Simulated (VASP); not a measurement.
# SnSe2 (P-3m1) in VASP: dielectric tensor with PBE

Aim: the dielectric tensor of SnSe2 with PBE.

Program: VASP 6.6.1. These are calculated values, not measurements. Logs are shortened: lines on timing, memory, paths and dates and some standing lists are left out, and cuts for length are marked.

## (1) The cell of the first run

It takes space group P-3m1 (No. 164, trigonal). The conventional cell has a = 3.825 Å, b = 3.825 Å, c = 6.227 Å, α = 90.00°, β = 90.00°, γ = 120.00°. Within 3.6 Å of Sn (site symmetry -3m) lie 6 Se at 2.71 Å. Within 3.6 Å of Se (site symmetry 3m) lie 3 Sn at 2.71 Å.

## (2) Dielectric tensor, PBE

The input, INCAR:

```
PREC = Accurate
ENCUT = 520
EDIFF = 1E-8
ISMEAR = 0
SIGMA = 0.01
LREAL = False
LASPH = True
NELM = 80
ALGO = Normal
ISIF = 2
LWAVE = False
LCHARG = False
GGA = PE
LEPSILON = True
```

The input, KPOINTS:

```
Automatic mesh
0
Gamma
  6 6 4
```

The input, POSCAR:

```
SnSe2
1.0
    3.8251491972      0.0000000000      0.0000000000
   -1.9125745986      3.3126763781      0.0000000000
    0.0000000000      0.0000000000      6.2270814759
Sn Se
1 2
Direct
    0.0000000000      0.0000000000      0.0000000000
    0.3333333333      0.6666666667      0.2530781097
    0.6666666667      0.3333333333      0.7469218903
```

Potentials or basis: VASP PAW PBE potentials, release 64 (Sn_d, Se).

Launch:

```
> cat potpaw_PBE.64/Sn_d/POTCAR potpaw_PBE.64/Se/POTCAR > POTCAR
> mpirun -np 1 vasp_std > vasp.out
```

OUTCAR:

```text
PREC = Accurate
   ENCUT = 520
   EDIFF = 1E-8
   ISMEAR = 0
   LREAL = False
   LASPH = True
   NELM = 80
   ISIF = 2
   GGA = PE
   LEPSILON = True

 ion  position               nearest neighbor table
   1  0.000  0.000  0.000-   2 2.71   3 2.71   3 2.71   2 2.71   3 2.71   2 2.71
   2  0.333  0.667  0.253-   1 2.71   1 2.71   1 2.71
   3  0.667  0.333  0.747-   1 2.71   1 2.71   1 2.71

  LATTYP: Found a hexagonal cell.
 ALAT       =     3.8251491972
 C/A-ratio  =     1.6279316583

  Lattice vectors:

 A1 = (   3.8251491972,   0.0000000000,   0.0000000000)
 A2 = (  -1.9125745986,   3.3126763781,   0.0000000000)
 A3 = (   0.0000000000,   0.0000000000,   6.2270814759)

Analysis of symmetry for initial positions (statically):
=====================================================================
 Subroutine PRICEL returns:
 Original cell was already a primitive cell.

 Routine SETGRP: Setting up the symmetry group for a
 hexagonal supercell.

 Subroutine GETGRP returns: Found 12 space group operations
 (whereof 12 operations were pure point group operations)
 out of a pool of 24 trial point group operations.

The static configuration has the point symmetry D_3d.

Analysis of symmetry for dynamics (positions and initial velocities):
=====================================================================
 Subroutine PRICEL returns:
 Original cell was already a primitive cell.

 Routine SETGRP: Setting up the symmetry group for a
 hexagonal supercell.

 Subroutine GETGRP returns: Found 12 space group operations
 (whereof 12 operations were pure point group operations)
 out of a pool of 24 trial point group operations.

The dynamic configuration has the point symmetry D_3d.

 Subroutine INISYM returns: Found 12 space group operations
 (whereof 12 operations are pure point group operations),
 and found     1 'primitive' translations

----------------------------------------------------------------------------------------

                                     Primitive cell

  volume of cell :      78.9063

  direct lattice vectors                    reciprocal lattice vectors
     3.825149197  0.000000000  0.000000000     0.261427711  0.150935359  0.000000000
    -1.912574599  3.312676378  0.000000000     0.000000000  0.301870719  0.000000000
     0.000000000  0.000000000  6.227081476     0.000000000  0.000000000  0.160588874

  length of vectors
     3.825149197  3.825149197  6.227081476     0.301870719  0.301870719  0.160588874

  position of ions in fractional coordinates (direct lattice)
     0.000000000  0.000000000  0.000000000
     0.333333333  0.666666667  0.253078110
     0.666666667  0.333333333  0.746921890

  ion indices of the primitive-cell ions
   primitive index   ion index
                 1           1
                 2           2
                 3           3

----------------------------------------------------------------------------------------

 KPOINTS: Automatic mesh

Automatic generation of k-mesh.
 Grid dimensions read from file:
 generate k-points for:    6    6    4

 Generating k-lattice:

  Cartesian coordinates                     Fractional coordinates (reciprocal lattice)
     0.043571285  0.025155893  0.000000000     0.166666667  0.000000000  0.000000000
     0.000000000  0.050311786  0.000000000     0.000000000  0.166666667  0.000000000
     0.000000000  0.000000000  0.040147218     0.000000000  0.000000000  0.250000000

  Length of vectors
     0.050311786  0.050311786  0.040147218

  Shift w.r.t. Gamma in fractional coordinates (k-lattice)
     0.000000000  0.000000000  0.000000000

 Subroutine IBZKPT returns following result:
 ===========================================

 Found     24 irreducible k-points:

 Following reciprocal coordinates:
[... 69 lines left out ...]
   LHFCALC =     F    Hartree Fock is set to
   AEXX    =    0.0000 exact exchange contribution
   IVDW    =     0    specifies the selected vdW correction
   LEPSILON=     T    determine dielectric tensor
   LRPA    =     F    only Hartree local field effects (RPA)
 non-spin polarized calculation
 Gauss-broadening in eV      SIGMA  =   0.01
  energy-cutoff  :      520.00
  volume of cell :       78.91
 maximum number of plane-waves:      2142
   NGX = 15   NGY = 15   NGZ = 23

--------------------------------------- Ionic step        1  -------------------------------------------

 number of electron      26.0000000 magnetization

 E-fermi :   3.9457     XC(G=0):  -9.3727

 val. band max:        3.8924472726   @ k =   0.1667   0.0000   0.0000
 cond. band min:       4.6792538764   @ k =   0.5000  -0.0000   0.5000
 fundamental gap:      0.7868066038
 Fermi energy:         3.9457009320

 k-point     1 :       0.0000    0.0000    0.0000
  band No.  band energies     occupation
      1     -17.2880      2.00000
      2     -17.2880      2.00000
      3     -17.2523      2.00000
      4     -17.2401      2.00000
      5     -17.2401      2.00000
      6      -9.8289      2.00000
[... 457 lines left out ...]
      4     -17.2390      2.00000
      5     -17.2216      2.00000
      6      -7.8180      2.00000
[... 9 lines left out ...]
     16       8.4682      0.00000
     17       9.9820      0.00000

  FORCE on cell =-STRESS in cart. coord.  units (eV):
  Direction    XX          YY          ZZ          XY          YZ          ZX
  --------------------------------------------------------------------------------------
  -------------------------------------------------------------------------------------
  Total        1.4778831      1.4778831      1.4784147     -0.0000000     -0.0000000      0.0000000
  in kB       30.0081152     30.0081152     30.0189094     -0.0000000     -0.0000000      0.0000000
  external PRESSURE =      30.0117133 kB  Pullay stress =       0.0000000 kB

 VOLUME and BASIS-vectors are now :
 -----------------------------------------------------------------------------
  energy-cutoff  :      520.00
  volume of cell :       78.91
      direct lattice vectors                 reciprocal lattice vectors
     3.825149197  0.000000000  0.000000000     0.261427711  0.150935359  0.000000000
    -1.912574599  3.312676378  0.000000000     0.000000000  0.301870719  0.000000000
     0.000000000  0.000000000  6.227081476     0.000000000  0.000000000  0.160588874

 POSITION                                       TOTAL-FORCE (eV/Angst)
 -----------------------------------------------------------------------------------
      0.00000      0.00000      0.00000        -0.000000      0.000000      0.000000
     -0.00000      2.20845      1.57594         0.000000      0.000000      0.261956
      1.91257      1.10423      4.65114        -0.000000      0.000000     -0.261956
 -----------------------------------------------------------------------------------
    total drift:                               -0.000000     -0.000000      0.000000

  FREE ENERGIE OF THE ION-ELECTRON SYSTEM (eV)
  ---------------------------------------------------
  free  energy   TOTEN  =       -11.8127388931 eV

  energy  without entropy=      -11.8127388931  energy(sigma->0) =      -11.81273889

 HEAD OF MICROSCOPIC STATIC DIELECTRIC TENSOR (INDEPENDENT PARTICLE, excluding Hartree and local field effects)
 ------------------------------------------------------
          14.189004     0.000000     0.000000
           0.000000    14.189004     0.000000
           0.000000     0.000000    12.623013
 ------------------------------------------------------

 Free energy of the ion-electron system (eV)
  ---------------------------------------------------
  ---------------------------------------------------
  free energy    TOTEN  =        -2.94253566 eV

  energy without entropy =       -2.94253566

------------------------ aborting loop because EDIFF is reached ----------------------------------------

--------------------------------------- Ionic step        2  -------------------------------------------

------------------------ aborting loop because EDIFF is reached ----------------------------------------

--------------------------------------- Ionic step        3  -------------------------------------------

 Free energy of the ion-electron system (eV)
  ---------------------------------------------------
  ---------------------------------------------------
  free energy    TOTEN  =        -2.04869956 eV

  energy without entropy =       -2.04869956

------------------------ aborting loop because EDIFF is reached ----------------------------------------

 PIEZOELECTRIC TENSOR FIELD DIRECTION 3  (e Angst)
 -----------------------------------------------------------------------------
     0.00321 -0.00000  0.00000           (  0.00003  0.00000  0.00000)
     0.00000  0.00321 -0.00000           (  0.00000  0.00003 -0.00000)
    -0.00000 -0.00000 -0.00727           (  0.00000 -0.00000 -0.00002)

 PIEZOELECTRIC TENSOR FIELD DIRECTION 3  (C/m^2)
 -----------------------------------------------------------------------------
     0.00065 -0.00000  0.00000
     0.00000  0.00065 -0.00000
    -0.00000 -0.00000 -0.00148

 MACROSCOPIC STATIC DIELECTRIC TENSOR (including local field effects in DFT)
 ------------------------------------------------------
          13.545180     0.000000     0.000000
           0.000000    13.545180     0.000000
           0.000000     0.000000     9.795528
 ------------------------------------------------------

 PIEZOELECTRIC TENSOR (including local field effects)  for field in x, y, z        (e  Angst)
          XX          YY          ZZ          XY          YZ          ZX
  --------------------------------------------------------------------------------
  x     0.00000     0.00000     0.00000     0.00000     0.00000     0.00000
  y     0.00000     0.00000     0.00000     0.00000     0.00000     0.00000
  z     0.00000     0.00000     0.00000     0.00000     0.00000     0.00000

 PIEZOELECTRIC TENSOR (including local field effects)  for field in x, y, z        (C/m^2)
          XX          YY          ZZ          XY          YZ          ZX
  --------------------------------------------------------------------------------
  x     0.00000     0.00000     0.00000     0.00000     0.00000     0.00000
  y     0.00000     0.00000     0.00000     0.00000     0.00000     0.00000
  z     0.00000     0.00000     0.00000     0.00000     0.00000     0.00000

 BORN EFFECTIVE CHARGES (including local field effects) (in |e|, cummulative output)
 ---------------------------------------------------------------------------------
 ion    1
    1     5.25690     0.00000     0.00000
    2     0.00000     5.25690     0.00000
    3     0.00000     0.00000     1.88807
 ion    2
    1    -2.62845     0.00000     0.00000
    2     0.00000    -2.62845    -0.00000
    3    -0.00000    -0.00000    -0.94404
 ion    3
    1    -2.62845     0.00000     0.00000
    2     0.00000    -2.62845    -0.00000
    3     0.00000    -0.00000    -0.94404
```

It took 3.3 min on 1 thread of Intel Xeon 6975P-C (Granite Rapids), shared host; peak memory 0.33 GiB.

Results:

| Quantity | Value |
| --- | --- |
| Band gap on the k mesh | 0.79 eV, indirect (least direct gap 1.12 eV) |
| Electronic dielectric tensor (diagonal) | 13.55, 13.55, 9.80 |
| Born charges (mean of the diagonal) | Sn +4.13; Se -2.07 e |

Levels at points of the mesh, in eV from the valence-band top:
```tsv
k point	band 9	band 10	band 11	band 12	band 13	band 14	band 15	band 16	band 17
(0.00, 0.00, 0.00)	-0.52	-0.52	-0.25	-0.25	-0.07	1.05	3.11	4.70	4.70
(0.50, 0.00, 0.00)	-4.27	-2.84	-2.42	-1.20	-0.22	1.20	3.80	5.37	5.43
(0.00, 0.00, 0.50)	-2.04	-0.61	-0.61	-0.09	-0.09	2.49	3.03	4.44	4.44
(0.50, 0.00, 0.50)	-4.72	-2.25	-1.94	-0.78	-0.61	0.79	4.22	4.77	5.84
```

Electronic dielectric tensor:
```
13.55  0.00  0.00
 0.00 13.55  0.00
 0.00  0.00  9.80
```

Born effective charge tensors (e):
atom 1, Sn
```
5.26 0.00 0.00
0.00 5.26 0.00
0.00 0.00 1.89
```
atom 2, Se
```
-2.63  0.00  0.00
 0.00 -2.63  0.00
 0.00  0.00 -0.94
```
atom 3, Se
```
-2.63  0.00  0.00
 0.00 -2.63  0.00
 0.00  0.00 -0.94
```

Caveat: spin-orbit coupling is left out, which moves the levels of the heavy elements; this functional lacks dispersion, which binds the layers, so the pressure and a relaxed spacing across them are unreliable. A k mesh can miss the band edges.
